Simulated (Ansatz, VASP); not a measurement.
# Two plane-wave programs on CsI

File INCAR:

```
SYSTEM = CsI
  PREC = Accurate
  ENCUT = 500
  EDIFF = 1E-6
  ISMEAR = 0
  SIGMA = 0.05
  LREAL = .False.
  LASPH = .True.
  NELM = 120
  ALGO = Normal
  ISIF = 2
  LWAVE = .False.
  LCHARG = .True.
  GGA = PE
  LELF = .True.
  LVHAR = .True.
  NBANDS = 15
  GGA_COMPAT = .False.
```

The input KPOINTS:

```
Automatic mesh
0
Gamma
  6 6 6
  0 0 0
```

File POSCAR:

```
CsI
1.0
    4.5667000000      0.0000000000      0.0000000000
    0.0000000000      4.5667000000      0.0000000000
    0.0000000000      0.0000000000      4.4753660000
Cs I
1 1
Direct
    0.0000000000      0.0000000000      0.0000000000
    0.5000000000      0.5000000000      0.5000000000
```

Input for Ansatz:

```yaml
crystal:
  lattice:
    - [4.5667, 0.0, 0.0]
    - [0.0, 4.5667, 0.0]
    - [0.0, 0.0, 4.475366]
  atoms:
    - { symbol: Cs, position: [0.0, 0.0, 0.0] }
    - { symbol: I, position: [0.5, 0.5, 0.5] }
basis:
  ecutwfc: 420
kpoints:
  mp_grid: { grid: [6, 6, 6] }
hamiltonian:
  xc: pbe
scf:
  occupations: { method: gaussian, width: 0.05 }
output:
  forces: true
  stress: true
  eigenvalues: true
```

Change from the starting cell: strain -0.0200 x Voigt [0, 0, 1, 0, 0, 0], atoms carried along.

Alike in both runs: task single point; functional PBE; k mesh 6 × 6 × 6; occupations gaussian, width 0.05 eV; no spin polarisation.

```csv
,VASP,Ansatz
version,VASP 6.6.1,Ansatz 0.2.0
potentials or method,"VASP PAW PBE potentials, release 64 (Cs_sv, I), cutoff 500 eV","scalar-relativistic, plane waves, PAW"
valence electrons in the cell,16,26
```

```csv
,VASP,Ansatz,Ansatz less VASP
gap on the k mesh at the Fermi level (eV),3.87,3.88,+0.014
least direct gap on the mesh (eV),3.95,3.96,+0.011
pressure (GPa),1.1,1.0,-0.05
"traceless stress, the component that is largest in VASP (GPa)",0.25,0.25,0.000
```

With one functional, cell and mesh, what is left measures potentials, basis and numerics. VASP's potentials hold 16 valence electrons a cell and Ansatz's 26, so a difference there can come from the potentials and not from the codes.

Neither program's run includes spin-orbit coupling.
